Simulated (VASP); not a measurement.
Set up this calculation in VASP 6.6.1, as the native input.

| Item | Value |
| --- | --- |
| Task | single point |
| Functional | PBE |
| Potentials or basis | VASP PAW PBE potentials, release 64 (Cd, Hg, O) |
| Cutoff | 520 eV |
| k mesh | 10 × 10 × 4 |
| Occupations | gaussian, width 0.02 eV |
| Spin | no spin polarisation |
| Dipole correction | no |
| Further INCAR settings | ALGO = Normal; EDIFF = 1e-06; NBANDS = 36 |

The structure of CdHg2O3 lies in POSCAR:

```
CdHg2O3
1.0
    3.0880853000     -1.7936489000      0.0000000000
    3.0880853000      1.7936489000      0.0000000000
   -1.9444395000      0.0000000000      9.1309640000
Cd Hg O
1 2 3
Direct
    0.1812460000      0.8187540000      0.0000000000
    0.7827980000      0.9234460000      0.3228190000
    0.0765540000      0.2172020000      0.6771810000
    0.4489320000      0.1169310000      0.8713000000
    0.8830690000      0.5510680000      0.1287000000
    0.6274010000      0.3725990000      0.5000000000
```

These files were run (other wordings do the same):

INCAR

```
ALGO = Normal ; EDIFF = 1E-6
ENCUT = 520 ; GGA = PE
ISIF = 2 ; ISMEAR = 0
LASPH = True ; LCHARG = True
LELF = True ; LREAL = False
LVHAR = True ; LWAVE = False
NBANDS = 36 ; NELM = 80
PREC = Accurate ; SIGMA = 0.02
```

KPOINTS

```
k-points
0
Gamma
  10 10 4
```

Potentials or basis: VASP PAW PBE potentials, release 64 (Cd, Hg, O).

Command:

```bash
$ cat potpaw_PBE.64/Cd/POTCAR potpaw_PBE.64/Hg/POTCAR potpaw_PBE.64/O/POTCAR > POTCAR
$ mpirun -np 1 vasp_std > vasp.out
```

Results of the run:

```yaml
Pressure: 1.5 GPa
Largest_force: 0.290 eV/Å
Band_gap_on_the_k_mesh: 0.85 eV (least direct gap 1.01 eV)
```

Caveat: spin-orbit coupling is left out, which moves the levels of the heavy elements.

Wall time 4.5 min on 1 thread of AMD EPYC 9R45 96-Core Processor (Zen 5), on a shared host, peak memory 0.47 GiB.
